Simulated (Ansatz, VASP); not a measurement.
## One calculation of Mg5ZrN2, two programs

```xyz
16
Lattice="3.2121 0.0000 0.0000 0.0000 3.2121 0.0000 0.0000 0.0000 26.5081" Properties=species:S:1:pos:R:3 pbc="T T T"
Mg    0.0000    1.6060   21.0156
Mg    0.0000    1.6060    3.3777
Mg    1.6060    0.0000    5.4925
Mg    1.6060    0.0000   23.1304
Mg    0.0000    1.6060   16.6466
Mg    1.6060    0.0000   14.3801
Mg    1.6060    0.0000    9.8615
Mg    0.0000    1.6060   12.1281
Mg    0.0000    1.6060    7.6231
Mg    1.6060    0.0000   18.8851
Zr    0.0000    1.6060   25.2534
Zr    1.6060    0.0000    1.2548
N     0.0000    1.6060   23.1234
N     0.0000    1.6060    1.1191
N     1.6060    0.0000    3.3848
N     1.6060    0.0000   25.3891
```

Alike in both runs: functional PBE; k mesh 10 × 10 × 2; occupations gaussian, width 0.1 eV; no spin polarisation.

Ansatz relaxed the structure, and its values are those at the end. VASP's run is a single point on that final structure, the one shown.

|  | VASP | Ansatz |
| --- | --- | --- |
| version | VASP 6.6.1 | Ansatz 0.2.0 |
| potentials or method | VASP PAW PBE potentials, release 64 (Mg, Zr_sv, N), cutoff 520 eV | scalar-relativistic, plane waves, PAW |
| valence electrons in the cell | 64 | 144 |

VASP gave:

```
gap on the k mesh at the Fermi level (eV) : none
pressure (GPa)                            : -0.1
rms of the force components (eV/Å)        : 0.005
```

**Question.** What did Ansatz give for the same quantities?

**Answer.** gap on the k mesh at the Fermi level (eV): none; pressure (GPa): 0.0; rms of the force components (eV/Å): 0.001.

A gap of «none» marks a metal or a gap that the smearing closes. The functional is the same, so the differences come from potentials, cutoffs and numerics. VASP's potentials hold 64 valence electrons a cell and Ansatz's 144, so a difference there can come from the potentials and not from the codes.
